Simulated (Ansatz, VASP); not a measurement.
# Two plane-wave programs on Mg6F

INCAR

```
SYSTEM = Mg6F
PREC = Accurate
ENCUT = 520
EDIFF = 1E-6
ISMEAR = 0
SIGMA = 0.1
LREAL = .FALSE.
LASPH = .TRUE.
NELM = 100
ALGO = Normal
ISIF = 2
LWAVE = .FALSE.
LCHARG = .FALSE.
LDIPOL = .TRUE.
IDIPOL = 3
DIPOL = 0.5 0.5 0.315
GGA = PE
NBANDS = 18
```

File KPOINTS:

```
regular mesh
0
G
  9 4 1
  0 0 0
```

File POSCAR:

```
Mg6F
1.0
    3.2034417932      0.0000000000      0.0000000000
   -1.6017208966      7.8153198520      0.0000000000
    0.0000000000      0.0000000000     20.9851131634
Mg F
6 1
Direct
    0.8493879956      0.6987759913      0.1906113143
    0.5210014932      0.0420029864      0.2197581863
    0.1926149907      0.3852299814      0.2489050583
    0.3710660944      0.7414803149      0.3283003664
    0.0426232582      0.0834482649      0.3542380799
    0.7128162912      0.4251093731      0.3805132287
    0.7128162912      1.3001093731      0.4820137535
```

Input for Ansatz:

```yaml
crystal:
  lattice:
    - [3.2034417932, 0.0, 0.0]
    - [-1.6017208966, 7.815319852, 0.0]
    - [0.0, 0.0, 20.9851131634]
  atoms:
    - { symbol: Mg, position: [0.8493879956, 0.6987759913, 0.1906113143] }
    - { symbol: Mg, position: [0.5210014932, 0.0420029864, 0.2197581863] }
    - { symbol: Mg, position: [0.1926149907, 0.3852299814, 0.2489050583] }
    - { symbol: Mg, position: [0.3710660944, 0.7414803149, 0.3283003664] }
    - { symbol: Mg, position: [0.0426232582, 0.0834482649, 0.3542380799] }
    - { symbol: Mg, position: [0.7128162912, 0.4251093731, 0.3805132287] }
    - { symbol: F, position: [0.7128162912, 1.3001093731, 0.4820137535] }
basis:
  ecutwfc: 420
kpoints:
  mp_grid: { grid: [9, 4, 1] }
hamiltonian:
  xc: pbe
scf:
  occupations: { method: gaussian, width: 0.1 }
output:
  forces: true
  eigenvalues: true
efield:
  axis: 3
  dipole_correction: true
  ramp_width: 0.04
```

Alike in both runs: task single point; functional PBE; k mesh 9 × 4 × 1; occupations gaussian, width 0.1 eV; no spin polarisation.

|  | VASP | Ansatz |
| --- | --- | --- |
| version | VASP 6.6.1 | Ansatz 0.2.0 |
| potentials or method | VASP PAW PBE potentials, release 64 (Mg, F), cutoff 520 eV | scalar-relativistic, plane waves, PAW |
| valence electrons in the cell | 19 | 67 |

Ansatz gave:

| Quantity | Value |
| --- | --- |
| gap on the k mesh at the Fermi level (eV) | none |
| rms of the force components (eV/Å) | 0.862 |

Task: Which values does VASP return?

Result: gap on the k mesh at the Fermi level (eV): none; rms of the force components (eV/Å): 0.858.

Atom by atom the forces differ by 0.005 eV/Å (rms over components). A gap of «none» marks a metal or a gap that the smearing closes. VASP's potentials hold 19 valence electrons a cell and Ansatz's 67, so a difference there can come from the potentials and not from the codes.
